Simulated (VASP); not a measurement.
# Si15Rh (F-43m) in VASP: a series of runs

Runs on Si15Rh. Level: PBEsol+U. Tasks: single point.

Program: VASP 6.6.1. These are calculated values, not measurements. Logs are shortened: lines on timing, memory, paths and dates and some standing lists are left out, and cuts for length are marked.

## (1) The cell of the first run

It takes space group F-43m (No. 216, cubic). Conventional cell: a = 10.874 Å, b = 10.874 Å, c = 10.874 Å, α = 90.00°, β = 90.00°, γ = 90.00°. Within 3.1 Å of Rh (site symmetry -43m) lie 4 Si at 2.32 Å. Si (site symmetry 2mm) has 4 Si at 2.35 to 2.37 Å within 3.1 Å. Within 3.1 Å of Si (site symmetry -43m) lie 4 Si at 2.35 Å. Within 3.1 Å of Si (site symmetry 3m) lie 1 Rh at 2.32 Å and 3 Si at 2.37 Å. Within 3.1 Å of Si (site symmetry 3m) lie 4 Si at 2.35 Å.

## (2) Single point, PBEsol+U, collinear spin, ferromagnetic start

INCAR reads:

```
SYSTEM = Si15Rh
PREC = Accurate
ENCUT = 520
EDIFF = 1E-6
ISMEAR = 0
SIGMA = 0.05
LREAL = Auto
LASPH = .TRUE.
NELM = 150
ALGO = Normal
ISIF = 2
LWAVE = .FALSE.
LCHARG = .FALSE.
ISPIN = 2
MAGMOM = 5 0 0 0 0 0 0 0 0 0 0 0 0 0 0 0
LORBIT = 11
LMAXMIX = 4
LDAU = .TRUE.
LDAUTYPE = 2
LDAUL = 2 -1
LDAUU = 2 0
LDAUJ = 0 0
LDAUPRINT = 1
GGA = PS
NBANDS = 56
```

KPOINTS reads:

```
regular mesh
0
G
  3 3 3
  0 0 0
```

POSCAR reads:

```
Si15Rh
1.0
    0.0000000000      5.4370000000      5.4370000000
    5.4370000000      0.0000000000      5.4370000000
    5.4370000000      5.4370000000      0.0000000000
Rh Si
1 15
Direct
    1.0000000000      1.0000000000      0.0000000000
    0.9990934051      0.9990934051      0.5009065949
    0.9990934051      0.5009065949      0.9990934051
    0.9990934051      0.5009065949      0.5009065949
    0.5009065949      0.9990934051      0.9990934051
    0.5009065949      0.9990934051      0.5009065949
    0.5009065949      0.5009065949      0.9990934051
    0.5000000000      0.5000000000      0.5000000000
    0.1232214265      0.1232214265      0.1232214265
    0.1232214265      0.1232214265      0.6303357206
    0.1232214265      0.6303357206      0.1232214265
    0.1251791258      0.6249402914      0.6249402914
    0.6303357206      0.1232214265      0.1232214265
    0.6249402914      0.1251791258      0.6249402914
    0.6249402914      0.6249402914      0.1251791258
    0.6249402914      0.6249402914      0.6249402914
```

Potentials or basis: VASP PAW PBE potentials, release 64 (Rh_pv, Si).

The run is started by

```
cat potpaw_PBE.64/Rh_pv/POTCAR potpaw_PBE.64/Si/POTCAR > POTCAR
mpirun -np 1 vasp_std > vasp.out
```

OUTCAR:

```text
SYSTEM = Si15Rh
   PREC = Accurate
   ENCUT = 520
   EDIFF = 1E-6
   ISMEAR = 0
   LREAL = Auto
   LASPH = .TRUE.
   NELM = 150
   ISIF = 2
   ISPIN = 2
   LORBIT = 11
   GGA = PS

 ion  position               nearest neighbor table
   1  0.000  0.000  0.000-  10 2.32  11 2.32  13 2.32   9 2.32
   2  0.999  0.999  0.501-  12 2.35  14 2.35   9 2.37  10 2.37
   3  0.999  0.501  0.999-  12 2.35  15 2.35   9 2.37  11 2.37
   4  0.999  0.501  0.501-  16 2.35  12 2.35  10 2.37  11 2.37
   5  0.501  0.999  0.999-  14 2.35  15 2.35   9 2.37  13 2.37
   6  0.501  0.999  0.501-  16 2.35  14 2.35  10 2.37  13 2.37
[... 8 lines left out ...]
  15  0.625  0.625  0.125-   3 2.35   5 2.35   7 2.35   8 2.35
  16  0.625  0.625  0.625-   4 2.35   6 2.35   7 2.35   8 2.35

  LATTYP: Found a face centered cubic cell.
 ALAT       =    10.8740000000

  Lattice vectors:

 A1 = (   0.0000000000,   5.4370000000,   5.4370000000)
 A2 = (   5.4370000000,   0.0000000000,   5.4370000000)
 A3 = (   5.4370000000,   5.4370000000,   0.0000000000)

Analysis of symmetry for initial positions (statically):
=====================================================================
 Subroutine PRICEL returns:
 Original cell was already a primitive cell.

 Routine SETGRP: Setting up the symmetry group for a
 face centered cubic supercell.

 Subroutine GETGRP returns: Found 24 space group operations
 (whereof 24 operations were pure point group operations)
 out of a pool of 48 trial point group operations.

The static configuration has the point symmetry T_d .

Analysis of symmetry for dynamics (positions and initial velocities):
=====================================================================
 Subroutine PRICEL returns:
 Original cell was already a primitive cell.

 Routine SETGRP: Setting up the symmetry group for a
 face centered cubic supercell.

 Subroutine GETGRP returns: Found 24 space group operations
 (whereof 24 operations were pure point group operations)
 out of a pool of 48 trial point group operations.

The dynamic configuration has the point symmetry T_d .

Analysis of structural, dynamic, and magnetic symmetry:
=====================================================================
 Subroutine PRICEL returns:
 Original cell was already a primitive cell.

 Routine SETGRP: Setting up the symmetry group for a
 face centered cubic supercell.

 Subroutine GETGRP returns: Found 24 space group operations
 (whereof 24 operations were pure point group operations)
 out of a pool of 48 trial point group operations.

The overall configuration has the point symmetry T_d .

 Subroutine INISYM returns: Found 24 space group operations
 (whereof 24 operations are pure point group operations),
 and found     1 'primitive' translations

----------------------------------------------------------------------------------------

                                     Primitive cell

  volume of cell :     321.4460

  direct lattice vectors                    reciprocal lattice vectors
     0.000000000  5.437000000  5.437000000    -0.091962479  0.091962479  0.091962479
     5.437000000  0.000000000  5.437000000     0.091962479 -0.091962479  0.091962479
     5.437000000  5.437000000  0.000000000     0.091962479  0.091962479 -0.091962479

  length of vectors
     7.689079139  7.689079139  7.689079139     0.159283687  0.159283687  0.159283687

  position of ions in fractional coordinates (direct lattice)
     0.000000000  0.000000000  0.000000000
     0.999093405  0.999093405  0.500906595
     0.999093405  0.500906595  0.999093405
     0.999093405  0.500906595  0.500906595
     0.500906595  0.999093405  0.999093405
     0.500906595  0.999093405  0.500906595
[... 8 lines left out ...]
     0.624940291  0.624940291  0.125179126
     0.624940291  0.624940291  0.624940291

  ion indices of the primitive-cell ions
   primitive index   ion index
                 1           1
                 2           2
                 3           3
                 4           4
                 5           5
[... 95 lines left out ...]
   LEPSILON=     F    determine dielectric tensor
   LRPA    =     F    only Hartree local field effects (RPA)
 spin polarized calculation
 Gauss-broadening in eV      SIGMA  =   0.05
  energy-cutoff  :      520.00
  volume of cell :      321.45
 maximum number of plane-waves:      8682
 NGX is ok and might be reduce to    60
   NGX = 29   NGY = 29   NGZ = 29

atom =   1  type =  1  l = 2

 onsite density matrix

spin component  1

  0.7503 -0.0000 -0.0000 -0.0000  0.0000
 -0.0000  0.7503  0.0000 -0.0000  0.0000
 -0.0000  0.0000  0.8118  0.0000  0.0000
 -0.0000 -0.0000  0.0000  0.7503  0.0000
  0.0000  0.0000  0.0000  0.0000  0.8118

spin component  2

  0.6774  0.0000 -0.0000  0.0000 -0.0000
  0.0000  0.6774  0.0000  0.0000 -0.0000
 -0.0000  0.0000  0.8083 -0.0000  0.0000
  0.0000  0.0000 -0.0000  0.6774  0.0000
 -0.0000 -0.0000  0.0000  0.0000  0.8083

 occupancies and eigenvectors

  o =  0.6774  v =  0.0000  0.0000  0.0000  0.0000  0.0000  0.0000 -0.7906  0.0000 -0.6124 -0.0000      0.0000  0.0000  0.0000  0.0000  0.0000  0.0000  0.0000  0.0000  0.0000  0.0000
  o =  0.6774  v =  0.0000  0.0000  0.0000  0.0000  0.0000  0.0000 -0.6124 -0.0000  0.7906 -0.0000      0.0000  0.0000  0.0000  0.0000  0.0000  0.0000  0.0000  0.0000  0.0000  0.0000
  o =  0.6774  v =  0.0000  0.0000  0.0000  0.0000  0.0000  1.0000  0.0000  0.0000  0.0000  0.0000      0.0000  0.0000  0.0000  0.0000  0.0000  0.0000  0.0000  0.0000  0.0000  0.0000
  o =  0.7503  v =  0.0000 -0.9795 -0.0000  0.2013  0.0000  0.0000  0.0000  0.0000  0.0000  0.0000      0.0000  0.0000  0.0000  0.0000  0.0000  0.0000  0.0000  0.0000  0.0000  0.0000
  o =  0.7503  v =  0.0000 -0.2013 -0.0000 -0.9795  0.0000  0.0000  0.0000  0.0000  0.0000  0.0000      0.0000  0.0000  0.0000  0.0000  0.0000  0.0000  0.0000  0.0000  0.0000  0.0000
  o =  0.7503  v =  1.0000  0.0000  0.0000  0.0000  0.0000  0.0000  0.0000  0.0000  0.0000  0.0000      0.0000  0.0000  0.0000  0.0000  0.0000  0.0000  0.0000  0.0000  0.0000  0.0000
  o =  0.8083  v =  0.0000  0.0000  0.0000  0.0000  0.0000  0.0000 -0.0000 -0.0005  0.0000  1.0000      0.0000  0.0000  0.0000  0.0000  0.0000  0.0000  0.0000  0.0000  0.0000  0.0000
  o =  0.8083  v =  0.0000  0.0000  0.0000  0.0000  0.0000  0.0000  0.0000  1.0000  0.0000  0.0005      0.0000  0.0000  0.0000  0.0000  0.0000  0.0000  0.0000  0.0000  0.0000  0.0000
  o =  0.8118  v =  0.0000  0.0000  0.0004  0.0000  1.0000  0.0000  0.0000  0.0000  0.0000  0.0000      0.0000  0.0000  0.0000  0.0000  0.0000  0.0000  0.0000  0.0000  0.0000  0.0000
  o =  0.8118  v =  0.0000  0.0000 -1.0000  0.0000  0.0004  0.0000  0.0000  0.0000  0.0000  0.0000      0.0000  0.0000  0.0000  0.0000  0.0000  0.0000  0.0000  0.0000  0.0000  0.0000

 number of electron      75.0000007 magnetization       0.9714681

 Free energy of the ion-electron system (eV)
  ---------------------------------------------------
  ext. energy  EPLUGINS =         0.00000000
  ---------------------------------------------------
  free energy    TOTEN  =       -91.80590186 eV

  energy without entropy =      -91.79807760  energy(sigma->0) =      -91.80198973

 E-fermi :   5.7153     XC(G=0):  -9.6711

 val. band max:        5.7113483059   @ k =  -0.3333   0.3333   0.0000
 cond. band min:       5.7817814930   @ k =  -0.3333   0.3333   0.0000
 fundamental gap:      0.0704331870
 Fermi energy:         5.7153272545

 spin component 1

 k-point     1 :       0.0000    0.0000    0.0000
  band No.  band energies     occupation
      1     -40.1991      1.00000
      2     -40.1991      1.00000
      3     -40.1991      1.00000
      4      -6.0415      1.00000
      5      -3.8591      1.00000
      6      -3.8591      1.00000
[... 197 lines left out ...]
     48       9.3140      0.00000
     49       9.3721      0.00000
 Fermi energy:         5.7153272545

 spin component 2

 k-point     1 :       0.0000    0.0000    0.0000
  band No.  band energies     occupation
      1     -40.0117      1.00000
      2     -40.0117      1.00000
      3     -40.0117      1.00000
      4      -6.0076      1.00000
      5      -3.8227      1.00000
      6      -3.8227      1.00000
[... 197 lines left out ...]
     48       9.3419      0.00000
     49       9.4169      0.00000
 [bands above 49 left out]

------------------------ aborting loop because EDIFF is reached ----------------------------------------

  FORCE on cell =-STRESS in cart. coord.  units (eV):
  Direction    XX          YY          ZZ          XY          YZ          ZX
  --------------------------------------------------------------------------------------
  -------------------------------------------------------------------------------------
  Total       -2.4286497     -2.4286497     -2.4286497      0.0000000      0.0000000     -0.0000000
  in kB      -12.1050747    -12.1050747    -12.1050747      0.0000000      0.0000000     -0.0000000
  external PRESSURE =     -12.1050747 kB  Pullay stress =       0.0000000 kB

 VOLUME and BASIS-vectors are now :
 -----------------------------------------------------------------------------
  energy-cutoff  :      520.00
  volume of cell :      321.45
      direct lattice vectors                 reciprocal lattice vectors
     0.000000000  5.437000000  5.437000000    -0.091962479  0.091962479  0.091962479
     5.437000000  0.000000000  5.437000000     0.091962479 -0.091962479  0.091962479
     5.437000000  5.437000000  0.000000000     0.091962479  0.091962479 -0.091962479

 POSITION                                       TOTAL-FORCE (eV/Angst)
 -----------------------------------------------------------------------------------
      0.00000      0.00000      0.00000        -0.000000      0.000000      0.000000
      8.15550      8.15550     10.86414         0.000000      0.000000      0.005250
      8.15550     10.86414      8.15550         0.000000      0.005250      0.000000
      5.44686      8.15550      8.15550        -0.005250      0.000000      0.000000
     10.86414      8.15550      8.15550         0.005250      0.000000      0.000000
      8.15550      5.44686      8.15550         0.000000     -0.005250      0.000000
[... 8 lines left out ...]
      4.07840      4.07840      6.79560         0.002306      0.002306     -0.002306
      6.79560      6.79560      6.79560        -0.002306     -0.002306     -0.002306
 -----------------------------------------------------------------------------------
    total drift:                                0.000000      0.000000      0.000000

  FREE ENERGIE OF THE ION-ELECTRON SYSTEM (eV)
  ---------------------------------------------------
  free  energy   TOTEN  =       -91.8059018617 eV

  energy  without entropy=      -91.7980775964  energy(sigma->0) =      -91.80198973

 total charge

# of ion       s       p       d       tot
------------------------------------------
    1        0.451   6.199   7.467  14.117
    2        0.758   0.924   0.000   1.682
    3        0.758   0.924   0.000   1.682
    4        0.758   0.924   0.000   1.682
    5        0.758   0.924   0.000   1.682
    6        0.758   0.924   0.000   1.682
[... 8 lines left out ...]
   15        0.750   0.941   0.000   1.691
   16        0.750   0.941   0.000   1.691
--------------------------------------------------
tot         11.827  19.980   7.467  39.274

 magnetization (x)

# of ion       s       p       d       tot
------------------------------------------
    1        0.008   0.048   0.225   0.281
    2        0.004   0.004   0.000   0.008
    3        0.004   0.004   0.000   0.008
    4        0.004   0.004   0.000   0.008
    5        0.004   0.004   0.000   0.008
    6        0.004   0.004   0.000   0.008
[... 8 lines left out ...]
   15        0.001  -0.000   0.000   0.001
   16        0.001  -0.000   0.000   0.001
--------------------------------------------------
tot          0.076   0.158   0.225   0.459
```

Run time: 2.8 min. Hardware: 1 thread of Intel Xeon 6975P-C (Granite Rapids), shared host; peak memory 0.67 GiB.

What came out:

* Free energy: -91.8059 eV
* Pressure: -1.2 GPa
* Largest force: 0.073 eV/Å
* Band gap on the k mesh: zero (filled and empty bands overlap)
* Net moment: 0.97 μB per cell
* Site moments: Rh +0.28; Si +0.01, +0.00, +0.03 μB
* Valence electrons inside the program's atomic spheres: Rh 14.12; Si 1.68, 1.69, 1.65

Forces in eV/Å, atoms in the order of the input:
```
Rh   0.000  0.000  0.000
Si   0.000  0.000  0.005
Si   0.000  0.005  0.000
Si  -0.005  0.000  0.000
Si   0.005  0.000  0.000
Si   0.000 -0.005  0.000
Si   0.000  0.000 -0.005
Si   0.000  0.000  0.000
Si  -0.042 -0.042 -0.042
Si   0.042  0.042 -0.042
Si   0.042 -0.042  0.042
Si  -0.002  0.002  0.002
Si  -0.042  0.042  0.042
Si   0.002 -0.002  0.002
Si   0.002  0.002 -0.002
Si  -0.002 -0.002 -0.002
```

Eigenvalues of the final occupation matrices:
```tsv
site	spin	trace	eigenvalues
site 1 d	1	3.87	0.75 0.75 0.75 0.81 0.81
site 1 d	2	3.65	0.68 0.68 0.68 0.81 0.81
```

Caveat: the PAW data sets were made with another functional, which shifts forces and pressure a little; the moment fell far below its start of 5 μB, so a state of higher moment may lie lower in energy; the U is typed as a test and isn't derived for this compound. The state reached can hang on the start; a lower one may exist.

## (3) Single point, PBEsol+U, collinear spin

INCAR reads:

```
SYSTEM = Si15Rh
ALGO = Normal ; EDIFF = 1E-6
ENCUT = 520 ; GGA = PS
ISIF = 2 ; ISMEAR = 0
ISPIN = 2 ; LASPH = .True.
LCHARG = .False. ; LDAU = .True.
LDAUJ = 0 0 ; LDAUL = 2 -1
LDAUPRINT = 1 ; LDAUTYPE = 2
LDAUU = 2 0 ; LMAXMIX = 4
LORBIT = 11 ; LREAL = Auto
LWAVE = .False. ; MAGMOM = 0.24 0.01 0.01 0.01 0.01 0.01 0.01 0 0.04 0.04 0.04 0 0.04 0 0 0
NBANDS = 56 ; NELM = 150
PREC = Accurate ; SIGMA = 0.05
```

KPOINTS reads:

```
k-points
0
Gamma
  3 3 3
  0 0 0
```

POSCAR is that of step 2.

Potentials or basis: VASP PAW PBE potentials, release 64 (Rh_pv, Si).

The run is started by

```
cat potpaw_PBE.64/Rh_pv/POTCAR potpaw_PBE.64/Si/POTCAR > POTCAR
mpirun -np 1 vasp_std > vasp.out
```

Run time: 3.5 min. Hardware: 1 thread of Intel Xeon 6975P-C (Granite Rapids), shared host; peak memory 0.67 GiB.

Results (log left out):

* Free energy: -91.8059 eV
* Pressure: -1.2 GPa
* Largest force: 0.072 eV/Å
* Band gap on the k mesh: zero (filled and empty bands overlap)
* Net moment: 0.97 μB per cell
* Site moments: Rh +0.28; Si +0.01, +0.00, +0.03 μB
* Valence electrons inside the program's atomic spheres: Rh 14.12; Si 1.68, 1.69, 1.65

Forces in eV/Å, atoms in the order of the input:
```
Rh   0.000  0.000  0.000
Si   0.000  0.000  0.005
Si   0.000  0.005  0.000
Si  -0.005  0.000  0.000
Si   0.005  0.000  0.000
Si   0.000 -0.005  0.000
Si   0.000  0.000 -0.005
Si   0.000  0.000  0.000
Si  -0.042 -0.042 -0.042
Si   0.042  0.042 -0.042
Si   0.042 -0.042  0.042
Si  -0.002  0.002  0.002
Si  -0.042  0.042  0.042
Si   0.002 -0.002  0.002
Si   0.002  0.002 -0.002
Si  -0.002 -0.002 -0.002
```

Levels at points of the mesh, in eV from the Fermi level:
Spin up:
| k point | band 33 | band 34 | band 35 | band 36 | band 37 | band 38 | band 39 | band 40 | band 41 | band 42 |
| --- | --- | --- | --- | --- | --- | --- | --- | --- | --- | --- |
| (0.00, 0.00, 0.00) | -0.98 | -0.98 | -0.40 | -0.40 | -0.40 | 0.86 | 0.94 | 0.94 | 0.94 | 1.20 |
Spin down:
```
           k point  band 34  band 35  band 36  band 37  band 38  band 39  band 40  band 41
(0.00, 0.00, 0.00)    -0.94    -0.37    -0.37    -0.37     0.89     0.98     0.98     0.98
```

Eigenvalues of the final occupation matrices:
```tsv
site	spin	trace	eigenvalues
site 1 d	1	3.87	0.75 0.75 0.75 0.81 0.81
site 1 d	2	3.65	0.68 0.68 0.68 0.81 0.81
```

Caveat: the PAW data sets were made with another functional, which shifts forces and pressure a little; the U is typed as a test and isn't derived for this compound.

(Continued in part 2 of 2.)
